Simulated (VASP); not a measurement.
Here is a VASP 6.6.1 calculation.

The input INCAR:

```
PREC = Accurate
ENCUT = 600
EDIFF = 1E-6
ISMEAR = 1
SIGMA = 0.02
LREAL = False
LASPH = True
NELM = 120
ALGO = Normal
ISIF = 2
LWAVE = False
LCHARG = True
GGA = PE
LELF = True
LVHAR = True
NBANDS = 46
GGA_COMPAT = False
```

KPOINTS

```
regular mesh
0
Gamma
  6 6 8
```

The input POSCAR:

```
ZnO
1.0
    5.4384036343      0.0000000000      0.0000000000
    0.0000000000      5.4384036343      0.0000000000
    0.0000000000      0.0000000000      3.2054974160
Zn O
4 4
Direct
    0.1822819297      0.1822819297      0.5000000000
    0.8177180703      0.8177180703      0.5000000000
    0.6822819297      0.3177180703      0.0000000000
    0.3177180703      0.6822819297      0.0000000000
    0.8178374721      0.1821625279      0.5000000000
    0.1821625279      0.8178374721      0.5000000000
    0.6821625279      0.6821625279      0.0000000000
    0.3178374721      0.3178374721      0.0000000000
```

Potentials or basis: VASP PAW PBE potentials, release 64 (Zn, O).

Command:

```console
$ cat potpaw_PBE.64/Zn/POTCAR potpaw_PBE.64/O/POTCAR > POTCAR
$ mpirun -np 1 vasp_std > vasp.out
```

(1) What does it give for the pressure?

(2) What does it give for the band gap on the k mesh?

(3) Predict the largest force.

Results:

(1) 13.3 GPa.

(2) 0.84 eV.

(3) 0.063 eV/Å.

Caveat: the cell stands under pressure.
